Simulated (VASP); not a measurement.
Runs of VASP 6.6.1 on GaN. The structure is that of space group P6_3mc (No. 186), or close to it. The cells are those of the table. 

| cell | gap on the mesh (eV) | pressure (GPa) | largest force (eV/Å) |
| --- | --- | --- | --- |
| a = 3.137, b = 3.137, c = 5.096 Å, angles 90.0, 90.0, 120.0°, 4 atoms | 2.20 | 9.4 | 0.14 |
| a = 3.222, b = 3.222, c = 5.234 Å, angles 90.0, 90.0, 120.0°, 4 atoms | (b) | (a) | 0.12 |
| a = 3.263, b = 3.263, c = 5.300 Å, angles 90.0, 90.0, 120.0°, 4 atoms | 1.41 | (c) | 0.11 |
| a = 3.180, b = 3.180, c = 5.166 Å, angles 90.0, 90.0, 120.0°, 4 atoms | 1.93 | 0.9 | 0.13 |
| a = 3.047, b = 3.047, c = 4.950 Å, angles 90.0, 90.0, 120.0°, 4 atoms | 2.78 | 33.2 | 0.17 |

Alike in all rows: task single point; level PBEsol; potentials or basis VASP PAW PBE potentials, release 64 (Ga_d, N); no spin polarisation; k mesh 12 × 12 × 4; cutoff (eV) 520; smearing gaussian 0.01 eV.

Estimate the missing entries.

(a) -6.1; (b) 1.67; (c) -11.7.

Caveats: the PAW data sets were made with another functional, which shifts forces and pressure a little; the cell stands under pressure (at least some runs); the cell stands under tension (at least some runs).

A k mesh can miss the band edges, and the runs leave out spin-orbit coupling on Ga.
